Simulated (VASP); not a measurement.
Here is a VASP 6.6.1 calculation.

The input INCAR:

```
AGGAC = 1.0
AGGAX = 1.0
ALDAC = 0.0
ALDAX = 1.0
ALGO = Normal
EDIFF = 1E-6
ENCUT = 520
GGA = B5
ISIF = 2
ISMEAR = -1
LASPH = True
LCHARG = False
LREAL = False
LWAVE = False
NBANDS = 13
NELM = 100
PREC = Accurate
SIGMA = 0.1
```

Contents of KPOINTS:

```
k-points
0
Gamma
  22 22 22
```

POSCAR

```
W
1.0
   -1.6100263885      1.6100263885      1.6100263885
    1.6100263885     -1.6100263885      1.6100263885
    1.6100263885      1.6100263885     -1.6100263885
W
1
Direct
    0.0000000000      0.0000000000      0.0000000000
```

Potentials or basis: VASP PAW PBE potentials, release 64 (W_sv).

Run with:

```bash
$ cat potpaw_PBE.64/W_sv/POTCAR > POTCAR
$ mpirun -np 1 vasp_std > vasp.out
```

(1) Estimate the band gap on the k mesh.

(2) Estimate the pressure.

Results:

(1) zero (bands 7 and 8 overlap by 5.93 eV).

(2) 1.5 GPa.

Caveat: the PAW data sets were made with another functional, which shifts forces and pressure a little; spin-orbit coupling is left out, which moves the levels of the heavy elements.
